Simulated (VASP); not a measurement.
CsH, 2 atoms in the cell. It takes space group Fm-3m (No. 225, cubic). The conventional cell has a = 6.376 Å, b = 6.376 Å, c = 6.376 Å, α = 90.00°, β = 90.00°, γ = 90.00°. Cs (site symmetry m-3m) has 6 H at 3.19 Å within 4.2 Å. H (site symmetry m-3m) has 6 Cs at 3.19 Å within 4.2 Å. 

```yaml
Program: VASP 6.6.1
Task: single point
Functional: LDA
Potentials_or_basis: VASP PAW LDA potentials, release 64 (Cs_sv, H)
Cutoff: 520 eV
k_mesh: 6 × 6 × 6
Occupations: gaussian, width 0.01 eV
Spin: no spin polarisation
Dipole_correction: no
Further_INCAR_settings: ALGO = Normal; EDIFF = 1e-07; NBANDS = 12
```

Potentials or basis: VASP PAW LDA potentials, release 64 (Cs_sv, H).

Run with:

```sh
$ cat potpaw_LDA.64/Cs_sv/POTCAR potpaw_LDA.64/H/POTCAR > POTCAR
$ mpirun -np 1 vasp_std > vasp.out
```

Hardware: 1 thread of Intel Xeon 6975P-C (shared host).

Q: How long does it take, and how much memory?

A: Run time: 16 s on 1 thread of Intel Xeon 6975P-C, on a shared host, peak memory 0.17 GiB. Counts: scf iterations 14, k points 16.
